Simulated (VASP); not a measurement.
# Na2C3 (R-3m) in VASP: a series of runs

Runs on Na2C3. Level: PBE. Tasks: single point, relaxation of cell and atoms.

Program: VASP 6.6.1. These are calculated values, not measurements. Logs are shortened: lines on timing, memory, paths and dates and some standing lists are left out, and cuts for length are marked.

## (1) The cell of the first run

The structure is trigonal, space group R-3m (No. 166). The conventional cell has a = 7.649 Å, b = 7.649 Å, c = 4.449 Å, α = 90.00°, β = 90.00°, γ = 120.00°. Na (site symmetry 3m) has 2 Na at 2.13 to 2.32 Å and 3 C at 2.25 Å within 2.8 Å. Within 3.0 Å of C (site symmetry 2/m) lie 4 Na at 2.25 to 2.91 Å and 4 C at 2.66 Å.

## (2) Single point, PBE

INCAR reads:

```
PREC = Accurate
ENCUT = 520
EDIFF = 1E-6
ISMEAR = 0
SIGMA = 0.1
LREAL = F
LASPH = T
NELM = 100
ALGO = Normal
ISIF = 2
LWAVE = F
LCHARG = F
GGA = PE
NBANDS = 21
```

KPOINTS reads:

```
regular mesh
0
Gamma
  6 6 6
```

POSCAR reads:

```
Na2C3
1.0
    3.8243037001      2.2079627716      1.4829472429
   -3.8243037001      2.2079627716      1.4829472429
    0.0000000000     -4.4159255405      1.4829472471
Na C
2 3
Direct
    0.7393516062      0.7393516062      0.7393516062
    0.2606483938      0.2606483938      0.2606483938
    0.0000000000      0.5000000000      0.0000000000
    0.0000000000      0.0000000000      0.5000000000
    0.5000000000      0.0000000000      0.0000000000
```

Potentials or basis: VASP PAW PBE potentials, release 64 (Na_pv, C).

On the command line:

```bash
$ cat potpaw_PBE.64/Na_pv/POTCAR potpaw_PBE.64/C/POTCAR > POTCAR
$ mpirun -np 1 vasp_std > vasp.out
```

OUTCAR:

```text
PREC = Accurate
   ENCUT = 520
   EDIFF = 1E-6
   ISMEAR = 0
   LREAL = F
   LASPH = T
   NELM = 100
   ISIF = 2
   GGA = PE

 ion  position               nearest neighbor table
   1  0.739  0.739  0.739-   2 2.13   4 2.25   3 2.25   5 2.25   2 2.32
   2  0.261  0.261  0.261-   1 2.13   4 2.25   3 2.25   5 2.25   1 2.32
   3  0.000  0.500  0.000-   1 2.25   2 2.25
   4  0.000  0.000  0.500-   1 2.25   2 2.25
   5  0.500  0.000  0.000-   1 2.25   2 2.25

  LATTYP: Found a trigonal (rhomboedric) cell.
 ALAT       =     4.6582755303
 COS(alpha) =    -0.3479829446

  Lattice vectors:

 A1 = (   3.8243037001,   2.2079627716,   1.4829472429)
 A2 = (  -3.8243037001,   2.2079627716,   1.4829472429)
 A3 = (   0.0000000000,  -4.4159255405,   1.4829472471)

Analysis of symmetry for initial positions (statically):
=====================================================================
 Subroutine PRICEL returns:
 Original cell was already a primitive cell.

 Routine SETGRP: Setting up the symmetry group for a
 trigonal (rhombohedral) supercell.

 Subroutine GETGRP returns: Found 12 space group operations
 (whereof 12 operations were pure point group operations)
 out of a pool of 12 trial point group operations.

The static configuration has the point symmetry D_3d.

Analysis of symmetry for dynamics (positions and initial velocities):
=====================================================================
 Subroutine PRICEL returns:
 Original cell was already a primitive cell.

 Routine SETGRP: Setting up the symmetry group for a
 trigonal (rhombohedral) supercell.

 Subroutine GETGRP returns: Found 12 space group operations
 (whereof 12 operations were pure point group operations)
 out of a pool of 12 trial point group operations.

The dynamic configuration has the point symmetry D_3d.

 Subroutine INISYM returns: Found 12 space group operations
 (whereof 12 operations are pure point group operations),
 and found     1 'primitive' translations

----------------------------------------------------------------------------------------

                                     Primitive cell

  volume of cell :      75.1313

  direct lattice vectors                    reciprocal lattice vectors
     3.824303700  2.207962772  1.482947243     0.130742755  0.075484365  0.224777607
    -3.824303700  2.207962772  1.482947243    -0.130742755  0.075484365  0.224777607
     0.000000000 -4.415925540  1.482947247     0.000000000 -0.150968729  0.224777607

  length of vectors
     4.658275530  4.658275530  4.658275530     0.270770253  0.270770253  0.270770253

  position of ions in fractional coordinates (direct lattice)
     0.739351606  0.739351606  0.739351606
     0.260648394  0.260648394  0.260648394
     1.000000000  0.500000000  0.000000000
     0.000000000  0.000000000  0.500000000
     0.500000000  1.000000000  0.000000000

  ion indices of the primitive-cell ions
   primitive index   ion index
                 1           1
                 2           2
                 3           3
                 4           4
                 5           5

----------------------------------------------------------------------------------------

 KPOINTS: regular mesh

Automatic generation of k-mesh.
 Grid dimensions read from file:
 generate k-points for:    6    6    6

 Generating k-lattice:

  Cartesian coordinates                     Fractional coordinates (reciprocal lattice)
     0.021790459  0.012580727  0.037462935     0.166666667 -0.000000000 -0.000000000
    -0.021790459  0.012580727  0.037462935    -0.000000000  0.166666667 -0.000000000
     0.000000000 -0.025161455  0.037462935     0.000000000  0.000000000  0.166666667

  Length of vectors
     0.045128375  0.045128375  0.045128375

  Shift w.r.t. Gamma in fractional coordinates (k-lattice)
     0.000000000  0.000000000  0.000000000

 Subroutine IBZKPT returns following result:
 ===========================================

 Found     32 irreducible k-points:

 Following reciprocal coordinates:
            Coordinates               Weight
  0.000000  0.000000  0.000000      1.000000
  0.166667  0.000000  0.000000      6.000000
  0.333333 -0.000000  0.000000      6.000000
  0.500000 -0.000000  0.000000      3.000000
  0.166667  0.166667  0.000000      6.000000
  0.333333  0.166667  0.000000     12.000000
[... 16 lines left out ...]
  0.500000  0.500000  0.166667      6.000000
 -0.333333  0.500000  0.166667     12.000000
 [... further k-points ...]
   k-points           NKPTS =     32   k-points in BZ     NKDIM =     32   number of bands    NBANDS=     21
   number of dos      NEDOS =    301   number of ions     NIONS =      5
   total plane-waves  NPLWV =  46656
   dimension x,y,z NGX =    36 NGY =   36 NGZ =   36
   dimension x,y,z NGXF=    72 NGYF=   72 NGZF=   72
   ions per type =               2   3
   NGX,Y,Z   is equivalent  to a cutoff of  12.85, 12.85, 12.85 a.u.
   NGXF,Y,Z  is equivalent  to a cutoff of  25.70, 25.70, 25.70 a.u.
 SYSTEM =  unknown system
   PREC   = accura    normal or accurate (medium, high low for compatibility)
   ISTART =      0    job   : 0-new  1-cont  2-samecut
   ICHARG =      2    charge: 1-file 2-atom 10-const
   ISPIN  =      1    spin polarized calculation?
   LNONCOLLINEAR =      F non collinear calculations
   LSORBIT =      F    spin-orbit coupling
   LASPH  =      T    aspherical Exc in radial PAW
   ENCUT  =  520.0 eV  38.22 Ry    6.18 a.u.   8.66  8.66  8.66*2*pi/ulx,y,z
   NELM   =    100;   NELMIN=  2; NELMDL= -5     # of ELM steps
   EDIFF  = 0.1E-05   stopping-criterion for ELM
   LREAL  =      F    real-space projection
   EDIFFG = 0.1E-04   stopping-criterion for IOM
   NSW    =      0    number of steps for IOM
   IBRION =     -1    ionic relax: 0-MD 1-quasi-New 2-CG
   NFREE  =      0    steps in history (QN), initial steepest desc. (CG)
   ISIF   =      2    stress and relaxation
   ISYM   =      2    0-nonsym 1-usesym 2-fastsym
   POTIM  = 0.5000    time-step for ionic-motion
   TEBEG  =    0.0;   TEEND  =   0.0 temperature during run
   PSTRESS=    0.0 pullay stress
   NELECT =      26.0000    total number of electrons
   NUPDOWN=      -1.0000    fix difference up-down
   EMIN   =  10.00;   EMAX   =-10.00  energy-range for DOS
   EFERMI =   0.00;   METHOD = LEGACY
   ISMEAR =     0;   SIGMA  =   0.10  broadening in eV -4-tet -1-fermi 0-gaus
   EFERMI_NEDOS =   21; number of points for ismear=-14 and -15
   IALGO  =     38    algorithm
   IMIX   =      4    mixing-type and parameters
     AMIX     =   0.40;   BMIX     =  1.00
     AMIX_MAG =   1.60;   BMIX_MAG =  1.00
  volume/ion in A,a.u.               =      15.03       101.40
  Fermi-wavevector in a.u.,A,eV,Ry     =   1.149368  2.171990 17.973918  1.321046
  Thomas-Fermi vector in A             =   2.286038
   LORBIT       =      0    0 simple, 1 ext, 2 COOP (PROOUT), +10 PAW based schemes
   GGA     = PE    functional components
   LHFCALC =     F    Hartree Fock is set to
   AEXX    =    0.0000 exact exchange contribution
   IVDW    =     0    specifies the selected vdW correction
   LEPSILON=     F    determine dielectric tensor
   LRPA    =     F    only Hartree local field effects (RPA)
 non-spin polarized calculation
 Gauss-broadening in eV      SIGMA  =   0.10
  energy-cutoff  :      520.00
  volume of cell :       75.13
 maximum number of plane-waves:      2040
 NGX is ok and might be reduce to    36
   NGX = 17   NGY = 17   NGZ = 17

 number of electron      26.0000008 magnetization

 Free energy of the ion-electron system (eV)
  ---------------------------------------------------
  ext. energy  EPLUGINS =         0.00000000
  ---------------------------------------------------
  free energy    TOTEN  =       -13.33627940 eV

  energy without entropy =      -13.31463659  energy(sigma->0) =      -13.32545800

 E-fermi :   1.1408     XC(G=0):  -9.1136

 val. band max:        1.1311377061   @ k =   0.1667   0.0000   0.0000
 cond. band min:       1.1424737934   @ k =   0.5000   0.3333   0.0000
 fundamental gap:      0.0113360872
 Fermi energy:         1.1407858847

 k-point     1 :       0.0000    0.0000    0.0000
  band No.  band energies     occupation
      1     -23.2439      2.00000
      2     -22.3736      2.00000
      3     -22.3736      2.00000
      4     -22.1461      2.00000
      5     -22.1461      2.00000
      6     -21.8463      2.00000
[... 13 lines left out ...]
     20       8.7650      0.00000
     21       8.7650      0.00000

 k-point     2 :       0.1667    0.0000    0.0000
  band No.  band energies     occupation
      1     -23.1622      2.00000
      2     -22.3606      2.00000
      3     -22.3599      2.00000
      4     -22.1612      2.00000
      5     -22.1602      2.00000
      6     -21.9379      2.00000
[... 13 lines left out ...]
     20       9.2209      0.00000
     21       9.3057      0.00000

 k-point     3 :       0.3333   -0.0000    0.0000
  band No.  band energies     occupation
      1     -22.9450      2.00000
      2     -22.3257      2.00000
      3     -22.3240      2.00000
      4     -22.2007      2.00000
      5     -22.1972      2.00000
      6     -22.1747      2.00000
[... 13 lines left out ...]
     20       9.8034      0.00000
     21      10.5421      0.00000
[... 457 lines left out ...]
 k-point    23 :       0.5000    0.5000    0.1667
  band No.  band energies     occupation
      1     -23.1628      2.00000
      2     -22.3728      2.00000
      3     -22.3636      2.00000
      4     -22.1609      2.00000
      5     -22.1586      2.00000
      6     -21.9377      2.00000
[... 13 lines left out ...]
     20       9.8523      0.00000
     21      10.4307      0.00000

 k-point    24 :      -0.3333    0.5000    0.1667
  band No.  band energies     occupation
      1     -22.9454      2.00000
      2     -22.3327      2.00000
      3     -22.3249      2.00000
      4     -22.2006      2.00000
      5     -22.1973      2.00000
      6     -22.1743      2.00000
[... 13 lines left out ...]
     20      10.3383      0.00000
     21      10.7237      0.00000

 [... further k-points ...]
[... 5 lines left out ...]
  --------------------------------------------------------------------------------------
  -------------------------------------------------------------------------------------
  Total        0.1525398      0.1525398      0.0413260      0.0000000     -0.0000000      0.0000000
  in kB        3.2529155      3.2529155      0.8812789      0.0000000     -0.0000000      0.0000000
  external PRESSURE =       2.4623700 kB  Pullay stress =       0.0000000 kB

 VOLUME and BASIS-vectors are now :
 -----------------------------------------------------------------------------
  energy-cutoff  :      520.00
  volume of cell :       75.13
      direct lattice vectors                 reciprocal lattice vectors
     3.824303700  2.207962772  1.482947243     0.130742755  0.075484365  0.224777607
    -3.824303700  2.207962772  1.482947243    -0.130742755  0.075484365  0.224777607
     0.000000000 -4.415925540  1.482947247     0.000000000 -0.150968729  0.224777607

 POSITION                                       TOTAL-FORCE (eV/Angst)
 -----------------------------------------------------------------------------------
      0.00000      0.00000      3.28926        -0.000000     -0.000000     -0.002966
      0.00000      0.00000      1.15958        -0.000000      0.000000      0.002966
     -1.91215      1.10398      0.74147         0.000000     -0.000000     -0.000000
      0.00000     -2.20796      0.74147        -0.000000     -0.000000      0.000000
      1.91215      1.10398      0.74147         0.000000     -0.000000     -0.000000
 -----------------------------------------------------------------------------------
    total drift:                                0.000000      0.000000     -0.000000

  FREE ENERGIE OF THE ION-ELECTRON SYSTEM (eV)
  ---------------------------------------------------
  free  energy   TOTEN  =       -13.3362794032 eV

  energy  without entropy=      -13.3146365902  energy(sigma->0) =      -13.32545800
```

It took 26 s on 1 thread of AMD EPYC 9R45 (Zen 5), shared host; peak memory 0.18 GiB.

What came out:

```
Free energy            : -13.3363 eV
Pressure               : 0.2 GPa
Band gap on the k mesh : zero (band 13 reaches 1.56 eV, above the bottom of band 14 at 0.89 eV)
```

Forces on the atoms (eV/Å):
```
Na   0.000  0.000 -0.003
Na   0.000  0.000  0.003
C    0.000  0.000  0.000
C    0.000  0.000  0.000
C    0.000  0.000  0.000
```

Levels at points of the mesh, in eV from the Fermi level:
| k point | band 10 | band 11 | band 12 | band 13 | band 14 | band 15 | band 16 | band 17 |
| --- | --- | --- | --- | --- | --- | --- | --- | --- |
| (0.00, 0.00, 0.00) | -1.80 | -1.80 | -1.62 | -0.16 | -0.16 | 0.10 | 3.36 | 3.48 |
| (0.50, 0.00, 0.00) | -2.07 | -1.42 | -0.42 | -0.20 | 0.36 | 0.85 | 0.87 | 1.39 |
| (0.50, 0.50, 0.00) | -2.08 | -1.24 | -0.38 | 0.28 | 0.55 | 0.72 | 0.90 | 0.96 |
| (0.50, 0.50, 0.50) | -3.03 | -2.72 | -2.72 | 0.31 | 0.31 | 0.95 | 3.48 | 3.48 |

(Continued in part 2 of 2.)
